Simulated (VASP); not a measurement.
# MnO (Fm-3m) in VASP: a series of runs

MnO is run at these levels: PBE, RPBE+D3(BJ); tasks: single point.

Program: VASP 6.6.1. These are calculated values, not measurements. Logs are shortened: lines on timing, memory, paths and dates and some standing lists are left out, and cuts for length are marked.

## 1. The cell of the first run

The structure is cubic, space group Fm-3m (No. 225). Conventional cell: a = 4.448 Å, b = 4.448 Å, c = 4.448 Å, α = 90.00°, β = 90.00°, γ = 90.00°. Mn (site symmetry m-3m) has 6 O at 2.22 Å within 2.9 Å. O (site symmetry m-3m) has 6 Mn at 2.22 Å within 2.9 Å.

## 2. Single point, PBE, collinear spin, ferromagnetic start

File INCAR:

```
PREC     = Accurate       # precision mode
ENCUT    = 520            # plane-wave cutoff, eV
EDIFF    = 1E-7           # SCF threshold, eV
ISMEAR   = 0              # smearing method
SIGMA    = 0.016          # smearing width, eV
LREAL    = F              # projectors in reciprocal space
LASPH    = T              # aspherical terms in the spheres
NELM     = 150            # most SCF steps
ALGO     = Normal         # electronic algorithm
ISIF     = 2              # what is computed and relaxed
LWAVE    = F              # write WAVECAR
LCHARG   = F              # write CHGCAR
ISPIN    = 2              # spin polarisation
MAGMOM   = 4 0            # initial moments
LORBIT   = 11             # projections on sites
LMAXMIX  = 4              # l up to which the mixer works
GGA      = PE             # functional
NBANDS   = 20             # bands
```

File KPOINTS:

```
regular mesh
0
Gamma
  10 10 10
```

File POSCAR:

```
MnO
1.0
    0.0000000000      2.2239077028      2.2239077028
    2.2239077028      0.0000000000      2.2239077028
    2.2239077028      2.2239077028      0.0000000000
Mn O
1 1
Direct
    0.0000000000      0.0000000000      0.0000000000
    0.5000000000      0.5000000000      0.5000000000
```

Potentials or basis: VASP PAW PBE potentials, release 64 (Mn_pv, O).

On the command line:

```bash
cat potpaw_PBE.64/Mn_pv/POTCAR potpaw_PBE.64/O/POTCAR > POTCAR
mpirun -np 1 vasp_std > vasp.out
```

OUTCAR:

```text
PREC = Accurate
   ENCUT = 520
   EDIFF = 1E-7
   ISMEAR = 0
   LREAL = F
   LASPH = T
   NELM = 150
   ISIF = 2
   ISPIN = 2
   LORBIT = 11
   GGA = PE

 ion  position               nearest neighbor table
   1  0.000  0.000  0.000-   2 2.22   2 2.22   2 2.22   2 2.22   2 2.22   2 2.22
   2  0.500  0.500  0.500-   1 2.22   1 2.22   1 2.22   1 2.22   1 2.22   1 2.22

  LATTYP: Found a face centered cubic cell.
 ALAT       =     4.4478154056

  Lattice vectors:

 A1 = (   0.0000000000,   2.2239077028,   2.2239077028)
 A2 = (   2.2239077028,   0.0000000000,   2.2239077028)
 A3 = (   2.2239077028,   2.2239077028,   0.0000000000)

Analysis of symmetry for initial positions (statically):
=====================================================================
 Subroutine PRICEL returns:
 Original cell was already a primitive cell.

 Routine SETGRP: Setting up the symmetry group for a
 face centered cubic supercell.

 Subroutine GETGRP returns: Found 48 space group operations
 (whereof 48 operations were pure point group operations)
 out of a pool of 48 trial point group operations.

The static configuration has the point symmetry O_h .

Analysis of symmetry for dynamics (positions and initial velocities):
=====================================================================
 Subroutine PRICEL returns:
 Original cell was already a primitive cell.

 Routine SETGRP: Setting up the symmetry group for a
 face centered cubic supercell.

 Subroutine GETGRP returns: Found 48 space group operations
 (whereof 48 operations were pure point group operations)
 out of a pool of 48 trial point group operations.

The dynamic configuration has the point symmetry O_h .

Analysis of structural, dynamic, and magnetic symmetry:
=====================================================================
 Subroutine PRICEL returns:
 Original cell was already a primitive cell.

 Routine SETGRP: Setting up the symmetry group for a
 face centered cubic supercell.

 Subroutine GETGRP returns: Found 48 space group operations
 (whereof 48 operations were pure point group operations)
 out of a pool of 48 trial point group operations.

The overall configuration has the point symmetry O_h .

 Subroutine INISYM returns: Found 48 space group operations
 (whereof 48 operations are pure point group operations),
 and found     1 'primitive' translations

----------------------------------------------------------------------------------------

                                     Primitive cell

[... 112 lines left out ...]
  Fermi-wavevector in a.u.,A,eV,Ry     =   1.559071  2.946217 33.071721  2.430703
  Thomas-Fermi vector in A             =   2.662483
   LORBIT       =     11    0 simple, 1 ext, 2 COOP (PROOUT), +10 PAW based schemes
   GGA     = PE    functional components
   LHFCALC =     F    Hartree Fock is set to
   AEXX    =    0.0000 exact exchange contribution
   IVDW    =     0    specifies the selected vdW correction
   LEPSILON=     F    determine dielectric tensor
   LRPA    =     F    only Hartree local field effects (RPA)
 spin polarized calculation
 Gauss-broadening in eV      SIGMA  =   0.02
  energy-cutoff  :      520.00
  volume of cell :       22.00
 maximum number of plane-waves:       609
   NGX = 11   NGY = 11   NGZ = 11

 number of electron      18.9999991 magnetization       4.8019761

 Free energy of the ion-electron system (eV)
  ---------------------------------------------------
  ext. energy  EPLUGINS =         0.00000000
  ---------------------------------------------------
  free energy    TOTEN  =       -16.40255188 eV

  energy without entropy =      -16.40231518  energy(sigma->0) =      -16.40243353

 E-fermi :   7.5099     XC(G=0): -11.8517

 val. band max:        7.4930500801   @ k =  -0.2000   0.2000   0.0000
 cond. band min:       7.5102511077   @ k =  -0.3000   0.1000   0.0000
 fundamental gap:      0.0172010276
 Fermi energy:         7.5098556231

 spin component 1

 k-point     1 :       0.0000    0.0000    0.0000
  band No.  band energies     occupation
      1     -42.8477      1.00000
      2     -42.8477      1.00000
      3     -42.8477      1.00000
      4     -12.7282      1.00000
      5       3.7910      1.00000
      6       3.7910      1.00000
[... 541 lines left out ...]
     19      32.2078      0.00000
     20      33.9720      0.00000

 [... further k-points ...]

 spin component 2

 k-point     1 :       0.0000    0.0000    0.0000
  band No.  band energies     occupation
      1     -38.1576      1.00000
      2     -38.1576      1.00000
      3     -38.1576      1.00000
      4     -12.2791      1.00000
      5       4.1844      1.00000
      6       4.1844      1.00000
[... 541 lines left out ...]
     19      33.2297      0.00000
     20      35.0054      0.00000

 [... further k-points ...]

------------------------ aborting loop because EDIFF is reached ----------------------------------------

  FORCE on cell =-STRESS in cart. coord.  units (eV):
  Direction    XX          YY          ZZ          XY          YZ          ZX
  --------------------------------------------------------------------------------------
  -------------------------------------------------------------------------------------
  Total        0.0553109      0.0553109      0.0553109      0.0000000      0.0000000      0.0000000
  in kB        4.0284787      4.0284787      4.0284787      0.0000000      0.0000000      0.0000000
  external PRESSURE =       4.0284787 kB  Pullay stress =       0.0000000 kB

 VOLUME and BASIS-vectors are now :
 -----------------------------------------------------------------------------
  energy-cutoff  :      520.00
  volume of cell :       22.00
      direct lattice vectors                 reciprocal lattice vectors
     0.000000000  2.223907703  2.223907703    -0.224829474  0.224829474  0.224829474
     2.223907703  0.000000000  2.223907703     0.224829474 -0.224829474  0.224829474
     2.223907703  2.223907703  0.000000000     0.224829474  0.224829474 -0.224829474

 POSITION                                       TOTAL-FORCE (eV/Angst)
 -----------------------------------------------------------------------------------
      0.00000      0.00000      0.00000        -0.000000     -0.000000     -0.000000
      2.22391      2.22391      2.22391         0.000000      0.000000      0.000000
 -----------------------------------------------------------------------------------
    total drift:                                0.000000     -0.000000     -0.000000

  FREE ENERGIE OF THE ION-ELECTRON SYSTEM (eV)
  ---------------------------------------------------
  free  energy   TOTEN  =       -16.4025518847 eV

  energy  without entropy=      -16.4023151781  energy(sigma->0) =      -16.40243353

 total charge

# of ion       s       p       d       tot
------------------------------------------
    1        0.202   6.176   4.974  11.353
    2        1.561   3.416   0.000   4.977
--------------------------------------------------
tot          1.763   9.592   4.974  16.329

 magnetization (x)

# of ion       s       p       d       tot
------------------------------------------
    1        0.034   0.026   4.295   4.355
    2        0.030   0.176   0.000   0.206
--------------------------------------------------
tot          0.064   0.202   4.295   4.561
```

Wall time 26 s (1 thread of AMD EPYC 9R45 (Zen 5), shared host); peak memory 0.13 GiB.

What came out:

```yaml
Free_energy: -16.4026 eV
Pressure: 0.4 GPa
Net_moment: 4.80 μB per cell
Site_moments: Mn +4.36; O +0.21 μB
Valence_electrons_inside_the_program's_atomic_spheres: Mn 11.35; O 4.98
```

Caveat: a cell with one magnetic atom can't hold antiferromagnetic order, which such compounds often take; semilocal functionals often make such compounds metallic where correlation or magnetic order opens a gap, which also shifts bond lengths.

## 3. Single point, PBE, collinear spin, ferromagnetic start

File INCAR:

```
  ALGO = Normal
  EDIFF = 1E-6
  ENCUT = 520
  GGA = PE
  ISIF = 2
  ISMEAR = 0
  ISPIN = 2
  LASPH = True
  LCHARG = False
  LMAXMIX = 4
  LORBIT = 11
  LREAL = False
  LWAVE = False
  MAGMOM = 4 0
  NBANDS = 20
  NELM = 150
  PREC = Accurate
  SIGMA = 0.014
```

File KPOINTS:

```
k-points
0
Gamma
  10 10 10
```

POSCAR is that of step 2.

Potentials or basis: VASP PAW PBE potentials, release 64 (Mn_pv, O).

On the command line:

```bash
cat potpaw_PBE.64/Mn_pv/POTCAR potpaw_PBE.64/O/POTCAR > POTCAR
mpirun -np 1 vasp_std > vasp.out
```

Wall time 24 s (1 thread of AMD EPYC 9R45 (Zen 5), shared host); peak memory 0.13 GiB.

The run converged. Its results:

```yaml
Free_energy: -16.4025 eV
Pressure: 0.4 GPa
Net_moment: 4.80 μB per cell
Site_moments: Mn +4.36; O +0.21 μB
Valence_electrons_inside_the_program's_atomic_spheres: Mn 11.35; O 4.98
```

Levels at points of the mesh, in eV from the Fermi level:
Spin up:
```
           k point  band 9  band 10  band 11  band 12  band 13  band 14  band 15  band 16
(0.00, 0.00, 0.00)   -3.20    -3.20    -2.68    -2.68    -0.51    13.97    16.34    16.34
(0.50, 0.00, 0.00)   -2.31    -1.87     0.22     0.22     3.49     7.74    11.88    11.88
(0.50, 0.50, 0.00)   -2.25    -2.04    -2.04    -1.91     5.02     7.83    10.41    13.65
```
Spin down:
| k point | band 4 | band 5 | band 6 | band 7 | band 8 | band 9 | band 10 | band 11 |
| --- | --- | --- | --- | --- | --- | --- | --- | --- |
| (0.00, 0.00, 0.00) | -19.79 | -3.33 | -3.33 | -3.33 | 0.78 | 0.78 | 0.78 | 0.82 |
| (0.50, 0.00, 0.00) | -18.84 | -7.33 | -4.81 | -4.81 | 1.96 | 2.01 | 2.01 | 3.67 |
| (0.50, 0.50, 0.00) | -18.87 | -6.38 | -4.30 | -4.30 | -0.79 | 1.99 | 2.19 | 2.44 |

Caveat: a cell with one magnetic atom can't hold antiferromagnetic order, which such compounds often take; semilocal functionals often make such compounds metallic where correlation or magnetic order opens a gap, which also shifts bond lengths. With open d or f shells a metallic result of PBE can be an artefact of self-interaction; +U or a hybrid may open a gap.

## 4. Single point, PBE, collinear spin, ferromagnetic start

File INCAR:

```
  PREC = Accurate
  ENCUT = 520
  EDIFF = 1E-7
  ISMEAR = 0
  SIGMA = 0.012
  LREAL = False
  LASPH = True
  NELM = 150
  ALGO = Normal
  ISIF = 2
  LWAVE = False
  LCHARG = False
  ISPIN = 2
  MAGMOM = 4 0
  LORBIT = 11
  LMAXMIX = 4
  GGA = PE
  NBANDS = 20
```

File KPOINTS:

```
regular mesh
0
Gamma
  10 10 10
```

POSCAR is that of step 3.

On the command line:

```bash
cat potpaw_PBE.64/Mn_pv/POTCAR potpaw_PBE.64/O/POTCAR > POTCAR
mpirun -np 1 vasp_std > vasp.out
```

Run time: 25 s. Hardware: 1 thread of AMD EPYC 9R45 (Zen 5), shared host; peak memory 0.13 GiB.

Results (log left out):

| Property | Result |
| --- | --- |
| Free energy | -16.4025 eV |
| Pressure | 0.4 GPa |
| Net moment | 4.80 μB per cell |
| Site moments | Mn +4.36; O +0.21 μB |
| Valence electrons inside the program's atomic spheres | Mn 11.35; O 4.98 |

Levels at points of the mesh, in eV from the Fermi level:
Spin up:
```
           k point  band 8  band 9  band 10  band 11  band 12  band 13  band 14  band 15  band 16  band 17
(0.00, 0.00, 0.00)   -3.20   -3.20    -3.20    -2.68    -2.68    -0.51    13.97    16.34    16.34    16.34
(0.50, 0.00, 0.00)   -2.31   -2.31    -1.87     0.22     0.22     3.49     7.74    11.88    11.88    18.46
(0.50, 0.50, 0.00)   -4.20   -2.25    -2.04    -2.04    -1.91     5.02     7.83    10.41    13.65    13.65
```
Spin down:
```
           k point  band 4  band 5  band 6  band 7  band 8  band 9  band 10  band 11
(0.00, 0.00, 0.00)  -19.79   -3.33   -3.33   -3.33    0.78    0.78     0.78     0.82
(0.50, 0.00, 0.00)  -18.84   -7.33   -4.81   -4.81    1.96    2.00     2.00     3.67
(0.50, 0.50, 0.00)  -18.87   -6.38   -4.30   -4.30   -0.79    1.99     2.19     2.44
```

Caveat: a cell with one magnetic atom can't hold antiferromagnetic order, which such compounds often take; semilocal functionals often make such compounds metallic where correlation or magnetic order opens a gap, which also shifts bond lengths.

## 5. Single point, RPBE+D3(BJ), collinear spin, ferromagnetic start

This run uses another cell than the first one, of 11.04 Å³/atom, 1.004 times its volume.

File INCAR:

```
PREC = Accurate
ENCUT = 520
EDIFF = 1E-6
ISMEAR = -1
SIGMA = 0.05
LREAL = False
LASPH = True
NELM = 150
ALGO = Normal
ISIF = 2
LWAVE = False
LCHARG = True
ISPIN = 2
MAGMOM = 4 0
LORBIT = 11
LMAXMIX = 4
GGA = RP
IVDW = 12
LELF = True
LVHAR = True
NBANDS = 20
```

File KPOINTS:

```
Automatic mesh
0
Gamma
  10 10 10
```

File POSCAR:

```
MnO
1.0
    0.0000000000      2.2269138636      2.2269138636
    2.2269138636      0.0000000000      2.2269138636
    2.2269138636      2.2269138636      0.0000000000
Mn O
1 1
Direct
    0.0000000000      0.0000000000      0.0000000000
    0.5000000000      0.5000000000      0.5000000000
```

On the command line:

```bash
cat potpaw_PBE.64/Mn_pv/POTCAR potpaw_PBE.64/O/POTCAR > POTCAR
mpirun -np 1 vasp_std > vasp.out
```

Run time: 27 s. Hardware: 1 thread of AMD EPYC 9R45 (Zen 5), shared host; peak memory 0.14 GiB.

Results (log left out):

```yaml
Free_energy: -18.5354 eV
Pressure: 0.2 GPa
Net_moment: 4.83 μB per cell
Site_moments: Mn +4.38; O +0.20 μB
Valence_electrons_inside_the_program's_atomic_spheres: Mn 11.34; O 4.99
Dispersion_energy_per_atom: -1.412 eV
```

Levels at points of the mesh, in eV from the Fermi level:
Spin up:
| k point | band 9 | band 10 | band 11 | band 12 | band 13 | band 14 | band 15 | band 16 |
| --- | --- | --- | --- | --- | --- | --- | --- | --- |
| (0.00, 0.00, 0.00) | -3.25 | -3.25 | -2.72 | -2.72 | -0.52 | 13.97 | 16.32 | 16.32 |
| (0.50, 0.00, 0.00) | -2.37 | -1.92 | 0.17 | 0.17 | 3.50 | 7.76 | 11.91 | 11.91 |
| (0.50, 0.50, 0.00) | -2.31 | -2.11 | -2.11 | -1.98 | 5.04 | 7.85 | 10.38 | 13.68 |
Spin down:
```csv
k point,band 4,band 5,band 6,band 7,band 8,band 9,band 10,band 11
"(0.00, 0.00, 0.00)",-19.84,-3.31,-3.31,-3.31,0.90,0.90,0.90,0.92
"(0.50, 0.00, 0.00)",-18.91,-7.25,-4.76,-4.76,2.06,2.11,2.11,3.73
"(0.50, 0.50, 0.00)",-18.94,-6.33,-4.27,-4.27,-0.65,2.08,2.27,2.54
```

Caveat: the PAW data sets were made with another functional, which shifts forces and pressure a little; a cell with one magnetic atom can't hold antiferromagnetic order, which such compounds often take; semilocal functionals often make such compounds metallic where correlation or magnetic order opens a gap, which also shifts bond lengths; pairwise dispersion overbinds metals, which lowers pressure and volume. With open d or f shells a metallic result of RPBE can be an artefact of self-interaction; +U or a hybrid may open a gap.

## 6. Summary

```csv
level,cell,smearing,gap on the mesh (eV),pressure (GPa),moment (μB)
PBE,"a = 3.145 Å, angles 60.0°, 2 atoms",gaussian 0.016 eV,none,0.4,4.80
PBE,"a = 3.145 Å, angles 60.0°, 2 atoms",gaussian 0.014 eV,none,0.4,4.80
PBE,"a = 3.145 Å, angles 60.0°, 2 atoms",gaussian 0.012 eV,none,0.4,4.80
RPBE+D3(BJ),"a = 3.149 Å, angles 60.0°, 2 atoms",fermi-dirac 0.05 eV,none,0.2,4.83
```

Alike in all rows: task single point; potentials or basis VASP PAW PBE potentials, release 64 (Mn_pv, O); spin collinear, ferromagnetic start; k mesh 10 × 10 × 10; cutoff (eV) 520.

Every run on the cell as given and a fine mesh finds a metal.

Caveats: a cell with one magnetic atom can't hold antiferromagnetic order, which such compounds often take; semilocal functionals often make such compounds metallic where correlation or magnetic order opens a gap, which also shifts bond lengths; the PAW data sets were made with another functional, which shifts forces and pressure a little (some runs); pairwise dispersion overbinds metals, which lowers pressure and volume (some runs).

Total energies depend on the potentials used, so only differences within one code and one set of settings carry meaning.
